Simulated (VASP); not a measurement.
# Pb (Fm-3m) in VASP: further runs

The runs below take Pb through single point, with PBE.

Everything below comes from runs of VASP 6.6.1. Logs are shortened: lines on timing, memory, paths and dates and some standing lists are left out, and cuts for length are marked.

## (1) The cell of the first run

It takes space group Fm-3m (No. 225, cubic). The conventional cell has a = 5.035 Å, b = 5.035 Å, c = 5.035 Å, α = 90.00°, β = 90.00°, γ = 90.00°. Within 4.7 Å of Pb (site symmetry m-3m) lie 12 Pb at 3.56 Å.

## (2) Single point, PBE

Input file INCAR:

```
SYSTEM = Pb
PREC = Accurate ; ENCUT = 520
EDIFF = 1E-7 ; ISMEAR = -1
SIGMA = 0.03 ; LREAL = .False.
LASPH = .True. ; NELM = 80
ALGO = Normal ; ISIF = 2
LWAVE = .False. ; LCHARG = .False.
GGA = PE ; NBANDS = 13
```

Input file KPOINTS:

```
regular mesh
0
Gamma
  11 11 11
  0 0 0
```

Input file POSCAR:

```
Pb
1.0
    0.0000000000      2.5175937382      2.5175937382
    2.5175937382      0.0000000000      2.5175937382
    2.5175937382      2.5175937382      0.0000000000
Pb
1
Direct
    0.0000000000      0.0000000000      0.0000000000
```

Potentials or basis: VASP PAW PBE potentials, release 64 (Pb_d).

Command:

```console
$ cat potpaw_PBE.64/Pb_d/POTCAR > POTCAR
$ mpirun -np 1 vasp_std > vasp.out
```

OUTCAR:

```text
SYSTEM = Pb
   PREC = Accurate
   ENCUT = 520
   EDIFF = 1E-7
   ISMEAR = -1
   LREAL = .False.
   LASPH = .True.
   NELM = 80
   ISIF = 2
   GGA = PE

 ion  position               nearest neighbor table
   1  0.000  0.000  0.000-

  LATTYP: Found a face centered cubic cell.
 ALAT       =     5.0351874764

  Lattice vectors:

 A1 = (   0.0000000000,   2.5175937382,   2.5175937382)
 A2 = (   2.5175937382,   0.0000000000,   2.5175937382)
 A3 = (   2.5175937382,   2.5175937382,   0.0000000000)

Analysis of symmetry for initial positions (statically):
=====================================================================
 Subroutine PRICEL returns:
 Original cell was already a primitive cell.

 Routine SETGRP: Setting up the symmetry group for a
 face centered cubic supercell.

 Subroutine GETGRP returns: Found 48 space group operations
 (whereof 48 operations were pure point group operations)
 out of a pool of 48 trial point group operations.

The static configuration has the point symmetry O_h .

Analysis of symmetry for dynamics (positions and initial velocities):
=====================================================================
 Subroutine PRICEL returns:
 Original cell was already a primitive cell.

 Routine SETGRP: Setting up the symmetry group for a
 face centered cubic supercell.

 Subroutine GETGRP returns: Found 48 space group operations
 (whereof 48 operations were pure point group operations)
 out of a pool of 48 trial point group operations.

The dynamic configuration has the point symmetry O_h .

 Subroutine INISYM returns: Found 48 space group operations
 (whereof 48 operations are pure point group operations),
 and found     1 'primitive' translations

----------------------------------------------------------------------------------------

                                     Primitive cell

  volume of cell :      31.9144

  direct lattice vectors                    reciprocal lattice vectors
     0.000000000  2.517593738  2.517593738    -0.198602337  0.198602337  0.198602337
     2.517593738  0.000000000  2.517593738     0.198602337 -0.198602337  0.198602337
     2.517593738  2.517593738  0.000000000     0.198602337  0.198602337 -0.198602337

  length of vectors
     3.560415209  3.560415209  3.560415209     0.343989338  0.343989338  0.343989338

  position of ions in fractional coordinates (direct lattice)
     0.000000000  0.000000000  0.000000000

  ion indices of the primitive-cell ions
   primitive index   ion index
                 1           1

----------------------------------------------------------------------------------------

 KPOINTS: regular mesh

Automatic generation of k-mesh.
 Grid dimensions read from file:
 generate k-points for:   11   11   11

 Generating k-lattice:

  Cartesian coordinates                     Fractional coordinates (reciprocal lattice)
    -0.018054758  0.018054758  0.018054758     0.090909091  0.000000000  0.000000000
     0.018054758 -0.018054758  0.018054758     0.000000000  0.090909091  0.000000000
     0.018054758  0.018054758 -0.018054758     0.000000000  0.000000000  0.090909091

  Length of vectors
     0.031271758  0.031271758  0.031271758

  Shift w.r.t. Gamma in fractional coordinates (k-lattice)
     0.000000000  0.000000000  0.000000000

 Subroutine IBZKPT returns following result:
 ===========================================

 Found     56 irreducible k-points:

 Following reciprocal coordinates:
            Coordinates               Weight
  0.000000  0.000000  0.000000      1.000000
  0.090909  0.000000  0.000000      8.000000
  0.181818  0.000000  0.000000      8.000000
  0.272727  0.000000  0.000000      8.000000
  0.363636  0.000000  0.000000      8.000000
  0.454545  0.000000  0.000000      8.000000
[... 16 lines left out ...]
 -0.272727  0.181818  0.000000     24.000000
 -0.181818  0.181818  0.000000     12.000000
 [... further k-points ...]
   k-points           NKPTS =     56   k-points in BZ     NKDIM =     56   number of bands    NBANDS=     13
   number of dos      NEDOS =    301   number of ions     NIONS =      1
   total plane-waves  NPLWV =  21952
   dimension x,y,z NGX =    28 NGY =   28 NGZ =   28
   dimension x,y,z NGXF=    56 NGYF=   56 NGZF=   56
   ions per type =               1
   NGX,Y,Z   is equivalent  to a cutoff of  13.07, 13.07, 13.07 a.u.
   NGXF,Y,Z  is equivalent  to a cutoff of  26.15, 26.15, 26.15 a.u.
 SYSTEM =  Pb
   PREC   = accura    normal or accurate (medium, high low for compatibility)
   ISTART =      0    job   : 0-new  1-cont  2-samecut
   ICHARG =      2    charge: 1-file 2-atom 10-const
   ISPIN  =      1    spin polarized calculation?
   LNONCOLLINEAR =      F non collinear calculations
   LSORBIT =      F    spin-orbit coupling
   LASPH  =      T    aspherical Exc in radial PAW
   ENCUT  =  520.0 eV  38.22 Ry    6.18 a.u.   6.62  6.62  6.62*2*pi/ulx,y,z
   NELM   =     80;   NELMIN=  2; NELMDL= -5     # of ELM steps
   EDIFF  = 0.1E-06   stopping-criterion for ELM
   LREAL  =      F    real-space projection
   EDIFFG = 0.1E-05   stopping-criterion for IOM
   NSW    =      0    number of steps for IOM
   IBRION =     -1    ionic relax: 0-MD 1-quasi-New 2-CG
   NFREE  =      0    steps in history (QN), initial steepest desc. (CG)
   ISIF   =      2    stress and relaxation
   ISYM   =      2    0-nonsym 1-usesym 2-fastsym
   POTIM  = 0.5000    time-step for ionic-motion
   TEBEG  =    0.0;   TEEND  =   0.0 temperature during run
   PSTRESS=    0.0 pullay stress
   NELECT =      14.0000    total number of electrons
   NUPDOWN=      -1.0000    fix difference up-down
   EMIN   =  10.00;   EMAX   =-10.00  energy-range for DOS
   EFERMI =   0.00;   METHOD = LEGACY
   ISMEAR =    -1;   SIGMA  =   0.03  broadening in eV -4-tet -1-fermi 0-gaus
   EFERMI_NEDOS =   21; number of points for ismear=-14 and -15
   IALGO  =     38    algorithm
   IMIX   =      4    mixing-type and parameters
     AMIX     =   0.40;   BMIX     =  1.00
     AMIX_MAG =   1.60;   BMIX_MAG =  1.00
  volume/ion in A,a.u.               =      31.91       215.37
  Fermi-wavevector in a.u.,A,eV,Ry     =   1.243909  2.350647 21.052417  1.547309
  Thomas-Fermi vector in A             =   2.378199
   LORBIT       =      0    0 simple, 1 ext, 2 COOP (PROOUT), +10 PAW based schemes
   GGA     = PE    functional components
   LHFCALC =     F    Hartree Fock is set to
   AEXX    =    0.0000 exact exchange contribution
   IVDW    =     0    specifies the selected vdW correction
   LEPSILON=     F    determine dielectric tensor
   LRPA    =     F    only Hartree local field effects (RPA)
 non-spin polarized calculation
  energy-cutoff  :      520.00
  volume of cell :       31.91
 maximum number of plane-waves:       881
   NGX = 13   NGY = 13   NGZ = 13

 number of electron      14.0000003 magnetization

 Free energy of the ion-electron system (eV)
  ---------------------------------------------------
  ext. energy  EPLUGINS =         0.00000000
  ---------------------------------------------------
  free energy    TOTEN  =        -3.56643979 eV

  energy without entropy =       -3.56545706  energy(sigma->0) =       -3.56594842

 E-fermi :   6.7219     XC(G=0):  -9.9423

 val. band max:        6.6817564752   @ k =   0.3636   0.2727   0.0000
 cond. band min:       6.7731681845   @ k =   0.2727   0.0000   0.0000
 fundamental gap:      0.0914117093
 Fermi energy:         6.7218919645

 k-point     1 :       0.0000    0.0000    0.0000
  band No.  band energies     occupation
      1     -10.3215      2.00000
      2     -10.3215      2.00000
      3     -10.3215      2.00000
      4     -10.2026      2.00000
      5     -10.2026      2.00000
      6      -4.6969      2.00000
      7      13.7404      0.00000
      8      13.7404      0.00000
      9      13.7404      0.00000
     10      16.4485      0.00000
     11      17.4154      0.00000
     12      18.8361      0.00000
     13      18.8361      0.00000

 k-point     2 :       0.0909    0.0000    0.0000
  band No.  band energies     occupation
      1     -10.3215      2.00000
      2     -10.3116      2.00000
      3     -10.3116      2.00000
      4     -10.2029      2.00000
      5     -10.2029      2.00000
      6      -4.5462      2.00000
      7      12.0692      0.00000
      8      13.5567      0.00000
      9      13.5567      0.00000
     10      16.0695      0.00000
     11      18.2345      0.00000
     12      19.1645      0.00000
     13      19.1645      0.00000

 k-point     3 :       0.1818    0.0000    0.0000
  band No.  band energies     occupation
      1     -10.3227      2.00000
      2     -10.2940      2.00000
      3     -10.2940      2.00000
      4     -10.1944      2.00000
      5     -10.1944      2.00000
      6      -4.0957      2.00000
      7       9.3673      0.00000
      8      13.1273      0.00000
      9      13.1273      0.00000
     10      15.6615      0.00000
     11      18.9010      0.00000
     12      19.3732      0.00000
     13      19.3735      0.00000

 k-point     4 :       0.2727    0.0000    0.0000
  band No.  band energies     occupation
      1     -10.3273      2.00000
      2     -10.2924      2.00000
      3     -10.2924      2.00000
      4     -10.1610      2.00000
      5     -10.1610      2.00000
      6      -3.3597      2.00000
      7       6.7732      0.30653
      8      12.6508      0.00000
      9      12.6508      0.00000
     10      15.4438      0.00000
     11      17.7103      0.00000
     12      18.5638      0.00000
     13      18.5638      0.00000

 k-point     5 :       0.3636    0.0000    0.0000
  band No.  band energies     occupation
      1     -10.3340      2.00000
      2     -10.3027      2.00000
      3     -10.3027      2.00000
      4     -10.1180      2.00000
      5     -10.1180      2.00000
      6      -2.4067      2.00000
      7       4.5392      2.00000
      8      12.2639      0.00000
      9      12.2639      0.00000
     10      15.4334      0.00000
     11      16.7678      0.00000
     12      17.9652      0.00000
     13      17.9652      0.00000
[... 257 lines left out ...]
 k-point    22 :      -0.3636    0.1818    0.0000
  band No.  band energies     occupation
      1     -10.3297      2.00000
      2     -10.2825      2.00000
      3     -10.2515      2.00000
      4     -10.1322      2.00000
      5     -10.1247      2.00000
      6      -1.3478      2.00000
      7       3.9788      2.00000
      8       8.3284      0.00000
      9      11.4784      0.00000
     10      14.5471      0.00000
     11      18.3412      0.00000
     12      19.1358      0.00000
     13      22.0307      0.00000

 k-point    23 :      -0.2727    0.1818    0.0000
  band No.  band energies     occupation
      1     -10.3100      2.00000
      2     -10.2963      2.00000
      3     -10.2446      2.00000
      4     -10.1791      2.00000
      5     -10.1291      2.00000
      6      -2.2565      2.00000
      7       5.6320      2.00000
      8       8.3773      0.00000
      9      12.3080      0.00000
     10      15.2555      0.00000
     11      18.0999      0.00000
     12      18.9621      0.00000
     13      20.4215      0.00000

 k-point    24 :      -0.1818    0.1818    0.0000
  band No.  band energies     occupation
      1     -10.3141      2.00000
      2     -10.2920      2.00000
      3     -10.2395      2.00000
      4     -10.2266      2.00000
      5     -10.1405      2.00000
      6      -3.1184      2.00000
      7       7.4164      0.00000
      8       9.1369      0.00000
      9      13.1553      0.00000
     10      16.2483      0.00000
     11      17.6024      0.00000
     12      18.7795      0.00000
     13      19.1802      0.00000

 [... further k-points ...]

------------------------ aborting loop because EDIFF is reached ----------------------------------------

  FORCE on cell =-STRESS in cart. coord.  units (eV):
  Direction    XX          YY          ZZ          XY          YZ          ZX
  --------------------------------------------------------------------------------------
  -------------------------------------------------------------------------------------
  Total       -0.0332489     -0.0332489     -0.0332489     -0.0000000      0.0000000      0.0000000
  in kB       -1.6691724     -1.6691724     -1.6691724     -0.0000000      0.0000000      0.0000000
  external PRESSURE =      -1.6691724 kB  Pullay stress =       0.0000000 kB

 VOLUME and BASIS-vectors are now :
 -----------------------------------------------------------------------------
  energy-cutoff  :      520.00
  volume of cell :       31.91
      direct lattice vectors                 reciprocal lattice vectors
     0.000000000  2.517593738  2.517593738    -0.198602337  0.198602337  0.198602337
     2.517593738  0.000000000  2.517593738     0.198602337 -0.198602337  0.198602337
     2.517593738  2.517593738  0.000000000     0.198602337  0.198602337 -0.198602337

 POSITION                                       TOTAL-FORCE (eV/Angst)
 -----------------------------------------------------------------------------------
      0.00000      0.00000      0.00000         0.000000      0.000000      0.000000
 -----------------------------------------------------------------------------------
    total drift:                               -0.000000     -0.000000     -0.000000

  FREE ENERGIE OF THE ION-ELECTRON SYSTEM (eV)
  ---------------------------------------------------
  free  energy   TOTEN  =        -3.5664397867 eV

  energy  without entropy=       -3.5654570593  energy(sigma->0) =       -3.56594842
```

Run time: 28 s. Hardware: 1 thread of Intel Xeon Platinum 8488C (Sapphire Rapids), shared host; peak memory 0.16 GiB.

Results:

```yaml
Free_energy: -3.5664 eV
Pressure: -0.2 GPa
Band_gap_on_the_k_mesh: zero (band 7 reaches 13.74 eV, above the bottom of band 8 at 5.37 eV)
```

Levels at points of the mesh, in eV from the Fermi level:
```
           k point  band 5  band 6  band 7  band 8  band 9  band 10
(0.00, 0.00, 0.00)  -16.92  -11.42    7.02    7.02    7.02     9.73
```

Caveat: spin-orbit coupling is left out, which moves the levels of the heavy elements.

(Part 1 of 2 ends here.)
